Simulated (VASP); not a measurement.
# MgI2 (R-3m) in VASP: further runs

MgI2 is run at these levels: PBEsol; tasks: single point.

Everything below comes from runs of VASP 6.6.1. Logs are shortened: lines on timing, memory, paths and dates and some standing lists are left out, and cuts for length are marked.

### 1 The cell of the first run

Symmetry: R-3m, No. 166, trigonal system. The conventional cell has a = 4.157 Å, b = 4.157 Å, c = 20.677 Å, α = 90.00°, β = 90.00°, γ = 120.00°. Mg (site symmetry -3m) has 6 I at 2.92 Å within 3.8 Å. Within 3.8 Å of I (site symmetry 3m) lie 3 Mg at 2.92 Å.

### 2 Single point, PBEsol

Contents of INCAR:

```
ALGO = Normal
EDIFF = 1E-6
ENCUT = 600
GGA = PS
GGA_COMPAT = F
ISIF = 2
ISMEAR = 0
LASPH = T
LCHARG = F
LREAL = F
LWAVE = F
NBANDS = 15
NELM = 120
PREC = Accurate
SIGMA = 0.01
```

Contents of KPOINTS:

```
k-points
0
Gamma
  6 6 6
```

Contents of POSCAR:

```
MgI2
1.0
    2.0786779714      1.2001252863      6.8923459914
   -2.0786779714      1.2001252863      6.8923459914
    0.0000000000     -2.4002505727      6.8923459914
Mg I
1 2
Direct
    0.0000000000      0.0000000000      0.0000000000
    0.2526882644      0.2526882644      0.2526882644
    0.7473117356      0.7473117356      0.7473117356
```

Potentials or basis: VASP PAW PBE potentials, release 64 (Mg, I).

The run is started by

```console
> cat potpaw_PBE.64/Mg/POTCAR potpaw_PBE.64/I/POTCAR > POTCAR
> mpirun -np 1 vasp_std > vasp.out
```

OUTCAR:

```text
EDIFF = 1E-6
   ENCUT = 600
   GGA = PS
   ISIF = 2
   ISMEAR = 0
   LASPH = T
   LREAL = F
   NELM = 120
   PREC = Accurate

 ion  position               nearest neighbor table
   1  0.000  0.000  0.000-   3 2.92   2 2.92   3 2.92   3 2.92   2 2.92   2 2.92
   2  0.253  0.253  0.253-   1 2.92   1 2.92   1 2.92
   3  0.747  0.747  0.747-   1 2.92   1 2.92   1 2.92

  LATTYP: Found a trigonal (rhomboedric) cell.
 ALAT       =     7.2983310474
 COS(alpha) =     0.8377602362

  Lattice vectors:

 A1 = (   2.0786779714,   1.2001252863,   6.8923459914)
 A2 = (  -2.0786779714,   1.2001252863,   6.8923459914)
 A3 = (   0.0000000000,  -2.4002505727,   6.8923459914)

Analysis of symmetry for initial positions (statically):
=====================================================================
 Subroutine PRICEL returns:
 Original cell was already a primitive cell.

 Routine SETGRP: Setting up the symmetry group for a
 trigonal (rhombohedral) supercell.

 Subroutine GETGRP returns: Found 12 space group operations
 (whereof 12 operations were pure point group operations)
 out of a pool of 12 trial point group operations.

The static configuration has the point symmetry D_3d.

Analysis of symmetry for dynamics (positions and initial velocities):
=====================================================================
 Subroutine PRICEL returns:
 Original cell was already a primitive cell.

 Routine SETGRP: Setting up the symmetry group for a
 trigonal (rhombohedral) supercell.

 Subroutine GETGRP returns: Found 12 space group operations
 (whereof 12 operations were pure point group operations)
 out of a pool of 12 trial point group operations.

The dynamic configuration has the point symmetry D_3d.

 Subroutine INISYM returns: Found 12 space group operations
 (whereof 12 operations are pure point group operations),
 and found     1 'primitive' translations

----------------------------------------------------------------------------------------

                                     Primitive cell

  volume of cell :     103.1649

  direct lattice vectors                    reciprocal lattice vectors
     2.078677971  1.200125286  6.892345991     0.240537499  0.138874390  0.048362826
    -2.078677971  1.200125286  6.892345991    -0.240537499  0.138874390  0.048362826
     0.000000000 -2.400250573  6.892345991     0.000000000 -0.277748779  0.048362826

  length of vectors
[... 94 lines left out ...]
   PSTRESS=    0.0 pullay stress
   NELECT =      16.0000    total number of electrons
   NUPDOWN=      -1.0000    fix difference up-down
   EMIN   =  10.00;   EMAX   =-10.00  energy-range for DOS
   EFERMI =   0.00;   METHOD = LEGACY
   ISMEAR =     0;   SIGMA  =   0.01  broadening in eV -4-tet -1-fermi 0-gaus
   EFERMI_NEDOS =   21; number of points for ismear=-14 and -15
   IALGO  =     38    algorithm
   IMIX   =      4    mixing-type and parameters
     AMIX     =   0.40;   BMIX     =  1.00
     AMIX_MAG =   1.60;   BMIX_MAG =  1.00
  volume/ion in A,a.u.               =      34.39       232.06
  Fermi-wavevector in a.u.,A,eV,Ry     =   0.879571  1.662148 10.526076  0.773645
  Thomas-Fermi vector in A             =   1.999813
   LORBIT       =      0    0 simple, 1 ext, 2 COOP (PROOUT), +10 PAW based schemes
   GGA     = PS    functional components
   LHFCALC =     F    Hartree Fock is set to
   AEXX    =    0.0000 exact exchange contribution
   IVDW    =     0    specifies the selected vdW correction
   LEPSILON=     F    determine dielectric tensor
   LRPA    =     F    only Hartree local field effects (RPA)
 non-spin polarized calculation
 Gauss-broadening in eV      SIGMA  =   0.01
  energy-cutoff  :      600.00
  volume of cell :      103.16
 maximum number of plane-waves:      3466
 NGX is ok and might be reduce to    60
   NGX = 29   NGY = 29   NGZ = 29

 number of electron      16.0000000 magnetization

 Free energy of the ion-electron system (eV)
  ---------------------------------------------------
  ext. energy  EPLUGINS =         0.00000000
  ---------------------------------------------------
  free energy    TOTEN  =        -8.41742600 eV

  energy without entropy =       -8.41742600  energy(sigma->0) =       -8.41742600

 E-fermi :   2.1996     XC(G=0):  -8.3444

 val. band max:        2.1569827344   @ k =   0.0000   0.0000   0.0000
 cond. band min:       5.3485584242   @ k =   0.5000   0.5000   0.0000
 fundamental gap:      3.1915756898
 Fermi energy:         2.1995969668

 k-point     1 :       0.0000    0.0000    0.0000
  band No.  band energies     occupation
      1      -9.9334      2.00000
      2      -9.2274      2.00000
      3      -1.3886      2.00000
      4       1.7090      2.00000
      5       1.7090      2.00000
      6       2.1007      2.00000
      7       2.1007      2.00000
      8       2.1570      2.00000
      9       5.7330      0.00000
     10       6.7711      0.00000
     11       8.6320      0.00000
     12       8.6320      0.00000
     13       9.7289      0.00000
     14       9.9390      0.00000
[... 401 lines left out ...]
      2      -9.0446      2.00000
      3      -1.3618      2.00000
      4      -0.7786      2.00000
      5       0.2845      2.00000
      6       0.8294      2.00000
      7       1.2698      2.00000
      8       1.5262      2.00000
      9       6.0567      0.00000
     10       7.6070      0.00000
     11       8.0365      0.00000
     12       8.6767      0.00000
     13       9.6874      0.00000
     14      10.9640      0.00000
     15      12.0895      0.00000

 [... further k-points ...]

------------------------ aborting loop because EDIFF is reached ----------------------------------------

  FORCE on cell =-STRESS in cart. coord.  units (eV):
  Direction    XX          YY          ZZ          XY          YZ          ZX
  --------------------------------------------------------------------------------------
  -------------------------------------------------------------------------------------
  Total       -0.2829756     -0.2829756     -0.0683074      0.0000000      0.0000000      0.0000000
  in kB       -4.3946817     -4.3946817     -1.0608313      0.0000000      0.0000000      0.0000000
  external PRESSURE =      -3.2833982 kB  Pullay stress =       0.0000000 kB

 VOLUME and BASIS-vectors are now :
 -----------------------------------------------------------------------------
  energy-cutoff  :      600.00
  volume of cell :      103.16
      direct lattice vectors                 reciprocal lattice vectors
     2.078677971  1.200125286  6.892345991     0.240537499  0.138874390  0.048362826
    -2.078677971  1.200125286  6.892345991    -0.240537499  0.138874390  0.048362826
     0.000000000 -2.400250573  6.892345991     0.000000000 -0.277748779  0.048362826

 POSITION                                       TOTAL-FORCE (eV/Angst)
 -----------------------------------------------------------------------------------
      0.00000      0.00000      0.00000         0.000000     -0.000000      0.000000
      0.00000     -0.00000      5.22484         0.000000     -0.000000      0.068423
      0.00000     -0.00000     15.45219         0.000000      0.000000     -0.068423
 -----------------------------------------------------------------------------------
    total drift:                                0.000000      0.000000      0.000000

  FREE ENERGIE OF THE ION-ELECTRON SYSTEM (eV)
  ---------------------------------------------------
  free  energy   TOTEN  =        -8.4174259976 eV

  energy  without entropy=       -8.4174259976  energy(sigma->0) =       -8.41742600
```

OSZICAR:

```text
N       E                     dE             d eps       ncg     rms          rms(c)
DAV:   1     0.782227254203E+02    0.78223E+02   -0.62080E+03   960   0.939E+02
DAV:   2    -0.221309150268E+01   -0.80436E+02   -0.72514E+02  1332   0.135E+02
DAV:   3    -0.846212651703E+01   -0.62490E+01   -0.62211E+01  1289   0.427E+01
DAV:   4    -0.857713553852E+01   -0.11501E+00   -0.11500E+00  1298   0.696E+00
DAV:   5    -0.857862031609E+01   -0.14848E-02   -0.14848E-02  1331   0.760E-01    0.397E+00
DAV:   6    -0.845032899439E+01    0.12829E+00   -0.10210E-01  1093   0.161E+00    0.263E+00
DAV:   7    -0.841973890611E+01    0.30590E-01   -0.10405E-01  1128   0.157E+00    0.641E-01
DAV:   8    -0.841745831414E+01    0.22806E-02   -0.75791E-03  1100   0.481E-01    0.270E-01
DAV:   9    -0.841743682455E+01    0.21490E-04   -0.84877E-04  1289   0.171E-01    0.108E-01
DAV:  10    -0.841742345584E+01    0.13369E-04   -0.41351E-05  1226   0.429E-02    0.375E-02
DAV:  11    -0.841742578691E+01   -0.23311E-05   -0.65544E-06  1177   0.145E-02    0.214E-02
DAV:  12    -0.841742599755E+01   -0.21065E-06   -0.45263E-07  1005   0.416E-03
   1 F= -.84174260E+01 E0= -.84174260E+01  d E =-.339080E-12
```

stdout:

```text
POSCAR found type information on POSCAR MgI
 POSCAR found :  2 types and       3 ions
 scaLAPACK will be used
 -----------------------------------------------------------------------------
|                                                                             |
|                                                                             |
|     You enforced a specific xc type in the INCAR file but a different       |
|     I HOPE YOU KNOW WHAT YOU ARE DOING!                                     |
|                                                                             |
 -----------------------------------------------------------------------------

 LDA part: xc-table for (Slater+PW92), standard interpolation
 POSCAR, INCAR and KPOINTS ok, starting setup
 FFT: planning ... GRIDC
 FFT: planning ... GRID_SOFT
 FFT: planning ... GRID
 WAVECAR not read
 entering main loop
```

Run time: 65 s. Hardware: 1 thread of Intel Xeon 6975P-C (Granite Rapids), shared host; peak memory 0.47 GiB.

What came out:

| Property | Result |
| --- | --- |
| Free energy | -8.4174 eV |
| Pressure | -0.3 GPa |
| Largest force | 0.068 eV/Å |
| Band gap on the k mesh | 3.19 eV (least direct gap 3.58 eV) |

Forces in eV/Å, atoms in the order of the input:
```
Mg   0.000  0.000  0.000
I    0.000  0.000  0.068
I    0.000  0.000 -0.068
```

Levels at points of the mesh, in eV from the valence-band top:
```tsv
k point	band 6	band 7	band 8	band 9	band 10	band 11
(0.00, 0.00, 0.00)	-0.06	-0.06	0.00	3.58	4.61	6.47
(0.50, 0.00, 0.00)	-1.24	-1.21	-0.69	3.76	5.33	6.28
(0.50, 0.50, 0.00)	-1.32	-0.45	-0.42	3.19	4.90	5.00
(0.50, 0.50, 0.50)	-0.35	-0.18	-0.18	4.54	4.77	6.64
```

Caveat: the PAW data sets were made with another functional, which shifts forces and pressure a little; spin-orbit coupling is left out, which moves the levels of the heavy elements. A k mesh can miss the band edges.

(Continued in part 2 of 3.)
